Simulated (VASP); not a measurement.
Runs of VASP 6.6.1 on As. The structure is that of space group P6_3/mmc (No. 194), or close to it. The cells are those of the table. 

```tsv
task	cell	k mesh	cutoff (eV)	gap on the mesh (eV)	pressure (GPa)
single point	a = 3.029, b = 3.029, c = 4.628 Å, angles 90.0, 90.0, 120.0°, 2 atoms	13 × 13 × 8	520	none	(a)
single point	a = 2.988, b = 2.988, c = 4.566 Å, angles 90.0, 90.0, 120.0°, 2 atoms	13 × 13 × 8	520	none	4.4
single point	a = 2.902, b = 2.902, c = 4.435 Å, angles 90.0, 90.0, 120.0°, 2 atoms	13 × 13 × 8	520	none	(b)
single point	a = 3.029, b = 3.029, c = 4.628 Å, angles 90.0, 90.0, 120.0°, 2 atoms	20 × 20 × 11	520	none	0.2
single point	a = 2.946, b = 2.946, c = 4.501 Å, angles 90.0, 90.0, 120.0°, 2 atoms	13 × 13 × 8	520	none	9.5
relaxation of cell and atoms	relaxed from a = 2.958, b = 2.958, c = 4.830 Å, angles 90.0, 90.0, 120.0°, 2 atoms	12 × 12 × 7	600	none	0.0
single point	a = 3.029, b = 3.029, c = 4.628 Å, angles 90.0, 90.0, 120.0°, 2 atoms	12 × 12 × 7	520	none	0.2
single point	a = 3.068, b = 3.068, c = 4.689 Å, angles 90.0, 90.0, 120.0°, 2 atoms	13 × 13 × 8	520	none	-3.0
```

Alike in all rows: level PBEsol; potentials or basis VASP PAW PBE potentials, release 64 (As); no spin polarisation; smearing fermi-dirac 0.1 eV.

**Question.** Estimate the missing entries.

**Answer.** (a) 0.3; (b) 15.8.

Caveats: the PAW data sets were made with another functional, which shifts forces and pressure a little.

A k mesh can miss the band edges, and the runs leave out spin-orbit coupling on As.

A gap of «none» marks levels without a gap at the run's occupations.
